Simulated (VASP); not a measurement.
Runs of VASP 6.6.1 on BAs. The structure is that of space group F-43m (No. 216), or close to it. The cells are those of the table. 

| task | cell | cutoff (eV) | gap on the mesh (eV) | pressure (GPa) |
| --- | --- | --- | --- | --- |
| single point | a = 3.247 Å, angles 60.0°, 2 atoms | 500 | 1.01 | 17.4 |
| relaxation of cell and atoms | relaxed to 16 GPa from a = 3.346 Å, angles 60.0°, 2 atoms | 500 | 1.02 | 16.0 |
| relaxation of cell and atoms | relaxed to 2 GPa from a = 3.346 Å, angles 60.0°, 2 atoms | 500 | 1.09 | 2.0 |
| single point | a = 3.324 Å, angles 60.0°, 2 atoms | 520 | (b) | (a) |

Alike in all rows: level LDA; potentials or basis VASP PAW LDA potentials, release 64 (B, As); no spin polarisation; k mesh 10 × 10 × 10; smearing gaussian 0.01 eV.

Q: Estimate the missing entries.

A: (a) 4.2; (b) 1.08.

Caveats: the cell stands under pressure (at least some runs); the cell is relaxed towards a set pressure, so the run minimises the enthalpy, not the energy (at least some runs).

A k mesh can miss the band edges, and the runs leave out spin-orbit coupling on As.
